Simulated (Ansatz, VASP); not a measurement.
Two plane-wave programs on CdSe

```xyz
2
Lattice="0.0000 3.0703 3.0703 3.0703 0.0000 3.0703 3.0703 3.0703 0.0000" Properties=species:S:1:pos:R:3 pbc="T T T"
Cd    0.0000    0.0000    0.0000
Se    4.6054    4.6054    4.6054
```

Alike in both runs: task single point; functional HSE06; k mesh 3 × 3 × 3; no spin polarisation.

|  | VASP | Ansatz |
| --- | --- | --- |
| version | VASP 6.6.1 | Ansatz 0.2.0 |
| potentials or method | VASP PAW PBE potentials, release 64 (Cd, Se), cutoff 400 eV | plane waves, PAW |
| occupations | gaussian, width 0.01 eV | fixed |
| valence electrons in the cell | 18 | 36 |

|  | VASP | Ansatz | Ansatz less VASP |
| --- | --- | --- | --- |
| gap on the k mesh at the Fermi level (eV) | 1.53 | 1.52 | -0.006 |

VASP's potentials hold 18 valence electrons a cell and Ansatz's 36, so a difference there can come from the potentials and not from the codes.

The k mesh is coarse, so the values compare programs but aren't converged.
